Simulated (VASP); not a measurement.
# MgS (P6_3/mmc) in VASP: notebook, part 2 of 2

VASP 6.6.1. The steps go on from the part before.

## 5. Single point, r2SCAN (volume changed by +3%)

File POSCAR:

```
MgS
1.0
    3.6815305665      0.0000000000      0.0000000000
   -1.8407652832      3.1882989954      0.0000000000
    0.0000000000      0.0000000000      6.2082249594
Mg S
2 2
Direct
    0.0000000000      0.0000000000      0.0000000000
    0.0000000000      0.0000000000      0.5000000000
    0.3333333333      0.6666666667      0.2500000000
    0.6666666667      0.3333333333      0.7500000000
```

File INCAR.step1:

```
SYSTEM = MgS
ALGO     = Normal         ! electronic algorithm
EDIFF    = 1E-4           ! SCF threshold, eV
ENCUT    = 520            ! plane-wave cutoff, eV
GGA      = PE             ! functional
ISMEAR   = 0              ! smearing method
LASPH    = .True.         ! aspherical terms in the spheres
LCHARG   = .False.        ! write CHGCAR
LREAL    = .False.        ! projectors in reciprocal space
LWAVE    = .True.         ! write WAVECAR
NBANDS   = 16             ! bands
NELM     = 60             ! most SCF steps
PREC     = Accurate       ! precision mode
SIGMA    = 0.01           ! smearing width, eV
```

File INCAR.step2:

```
SYSTEM = MgS
ALGO     = Normal         ! electronic algorithm
EDIFF    = 1E-6           ! SCF threshold, eV
ENCUT    = 520            ! plane-wave cutoff, eV
ISIF     = 2              ! what is computed and relaxed
ISMEAR   = 0              ! smearing method
ISTART   = 1            
LASPH    = .True.         ! aspherical terms in the spheres
LCHARG   = .True.         ! write CHGCAR
LELF     = .True.         ! ELF
LMIXTAU  = .True.       
LREAL    = .False.        ! projectors in reciprocal space
LVHAR    = .True.       
LWAVE    = .False.        ! write WAVECAR
METAGGA  = R2SCAN         ! meta-GGA
NBANDS   = 16             ! bands
NELM     = 60             ! most SCF steps
PREC     = Accurate       ! precision mode
SIGMA    = 0.01           ! smearing width, eV
```

File KPOINTS:

```
k-points
0
Gamma
  6 6 4
  0 0 0
```

The run is started by

```sh
$ cat potpaw_PBE.64/Mg/POTCAR potpaw_PBE.64/S/POTCAR > POTCAR
$ cp INCAR.step1 INCAR
$ mpirun -np 1 vasp_std > vasp.out
$ cp INCAR.step2 INCAR
$ mpirun -np 1 vasp_std > vasp.out
```

Run time: 49 s. Hardware: 1 thread of Intel Xeon 6975P-C (Granite Rapids), shared host; peak memory 0.2 GiB.

The run converged. Its results:

```
Free energy            : -30.8755 eV
Pressure               : -2.6 GPa
Band gap on the k mesh : 4.00 eV, indirect (least direct gap 4.17 eV)
```

Stress tensor (GPa, compression positive):
```
-2.56  0.00  0.00
 0.00 -2.56  0.00
 0.00  0.00 -2.81
```

Levels at points of the mesh, in eV from the valence-band top:
```csv
k point,band 6,band 7,band 8,band 9,band 10,band 11
"(0.00, 0.00, 0.00)",-0.25,0.00,0.00,4.17,5.24,7.41
"(0.50, 0.00, 0.00)",-1.63,-1.57,-0.61,4.64,4.94,5.52
"(0.00, 0.00, 0.50)",-0.24,-0.24,-0.24,5.42,5.42,8.14
"(0.50, 0.00, 0.50)",-1.49,-1.14,-1.14,4.58,4.58,5.88
```

Caveat: the PAW data sets were made with another functional, which shifts forces and pressure a little. A k mesh can miss the band edges.

## 6. Single point, r2SCAN (volume changed by +6%)

File POSCAR:

```
MgS
1.0
    3.7169320705      0.0000000000      0.0000000000
   -1.8584660353      3.2189575972      0.0000000000
    0.0000000000      0.0000000000      6.2679230924
Mg S
2 2
Direct
    0.0000000000      0.0000000000      0.0000000000
    0.0000000000      0.0000000000      0.5000000000
    0.3333333333      0.6666666667      0.2500000000
    0.6666666667      0.3333333333      0.7500000000
```

File INCAR.step1:

```
  ALGO = Normal
  EDIFF = 1E-4
  ENCUT = 520
  GGA = PE
  ISMEAR = 0
  LASPH = T
  LCHARG = F
  LREAL = F
  LWAVE = T
  NBANDS = 16
  NELM = 80
  PREC = Accurate
  SIGMA = 0.01
```

File INCAR.step2:

```
  ALGO = Normal
  EDIFF = 1E-6
  ENCUT = 520
  ISIF = 2
  ISMEAR = 0
  ISTART = 1
  LASPH = T
  LCHARG = F
  LMIXTAU = T
  LREAL = F
  LWAVE = F
  METAGGA = R2SCAN
  NBANDS = 16
  NELM = 80
  PREC = Accurate
  SIGMA = 0.01
```

File KPOINTS:

```
k-points
0
Gamma
  6 6 4
```

Potentials or basis: VASP PAW PBE potentials, release 64 (Mg, S).

The run is started by

```sh
$ cat potpaw_PBE.64/Mg/POTCAR potpaw_PBE.64/S/POTCAR > POTCAR
$ cp INCAR.step1 INCAR
$ mpirun -np 1 vasp_std > vasp.out
$ cp INCAR.step2 INCAR
$ mpirun -np 1 vasp_std > vasp.out
```

OUTCAR:

```text
EDIFF = 1E-6
   ENCUT = 520
   ISIF = 2
   ISMEAR = 0
   ISTART = 1
   LASPH = T
   LREAL = F
   METAGGA = R2SCAN
   NELM = 80
   PREC = Accurate

 ion  position               nearest neighbor table
   1  0.000  0.000  0.000-   3 2.66   4 2.66   4 2.66   3 2.66   4 2.66   3 2.66   2 3.13   2 3.13

   2  0.000  0.000  0.500-   3 2.66   4 2.66   4 2.66   3 2.66   4 2.66   3 2.66   1 3.13   1 3.13

   3  0.333  0.667  0.250-   1 2.66   2 2.66   1 2.66   2 2.66   1 2.66   2 2.66
[... 596 lines left out ...]

  FORCE on cell =-STRESS in cart. coord.  units (eV):
  Direction    XX          YY          ZZ          XY          YZ          ZX
  --------------------------------------------------------------------------------------
  -------------------------------------------------------------------------------------
  Total       -2.0611581     -2.0611581     -2.2289574      0.0000000      0.0000000      0.0000000
  in kB      -44.0350342    -44.0350342    -47.6199367      0.0000000      0.0000000      0.0000000
  external PRESSURE =     -45.2300017 kB  Pullay stress =       0.0000000 kB

 VOLUME and BASIS-vectors are now :
 -----------------------------------------------------------------------------
  energy-cutoff  :      520.00
  volume of cell :       74.99
      direct lattice vectors                 reciprocal lattice vectors
     3.716932070  0.000000000  0.000000000     0.269039084  0.155329788  0.000000000
    -1.858466035  3.218957597  0.000000000     0.000000000  0.310659575  0.000000000
     0.000000000  0.000000000  6.267923092     0.000000000  0.000000000  0.159542481

 POSITION                                       TOTAL-FORCE (eV/Angst)
 -----------------------------------------------------------------------------------
      0.00000      0.00000      0.00000        -0.000000      0.000000     -0.000000
      0.00000      0.00000      3.13396        -0.000000      0.000000     -0.000000
     -0.00000      2.14597      1.56698         0.000000      0.000000      0.000000
      1.85847      1.07299      4.70094        -0.000000     -0.000000      0.000000
 -----------------------------------------------------------------------------------
    total drift:                                0.000000     -0.000000     -0.000000

  FREE ENERGIE OF THE ION-ELECTRON SYSTEM (eV)
  ---------------------------------------------------
  free  energy   TOTEN  =       -30.8281922298 eV

  energy  without entropy=      -30.8281922298  energy(sigma->0) =      -30.82819223
```

Run time: 54 s. Hardware: 1 thread of Intel Xeon 6975P-C (Granite Rapids), shared host; peak memory 0.2 GiB.

What came out:

| Property | Result |
| --- | --- |
| Free energy | -30.8282 eV |
| Pressure | -4.5 GPa |
| Band gap on the k mesh | 3.93 eV, direct |

Stress tensor (GPa, compression positive):
```
-4.40  0.00  0.00
 0.00 -4.40  0.00
 0.00  0.00 -4.76
```

Caveat: the PAW data sets were made with another functional, which shifts forces and pressure a little.

## 7. Summary

| cell | gap on the mesh (eV) | pressure (GPa) |
| --- | --- | --- |
| a = 3.571, b = 3.571, c = 6.022 Å, angles 90.0, 90.0, 120.0°, 4 atoms | 4.14 | 5.1 |
| a = 3.609, b = 3.609, c = 6.085 Å, angles 90.0, 90.0, 120.0°, 4 atoms | 4.10 | 2.1 |
| a = 3.645, b = 3.645, c = 6.147 Å, angles 90.0, 90.0, 120.0°, 4 atoms | 4.05 | -0.5 |
| a = 3.682, b = 3.682, c = 6.208 Å, angles 90.0, 90.0, 120.0°, 4 atoms | 4.00 | -2.6 |
| a = 3.717, b = 3.717, c = 6.268 Å, angles 90.0, 90.0, 120.0°, 4 atoms | 3.93 | -4.5 |

Alike in all rows: task single point; level r2SCAN; potentials or basis VASP PAW PBE potentials, release 64 (Mg, S); no spin polarisation; k mesh 6 × 6 × 4; cutoff (eV) 520; smearing gaussian 0.01 eV.

Caveats: the PAW data sets were made with another functional, which shifts forces and pressure a little.

Absolute energies hang on the potentials; compare differences alone.
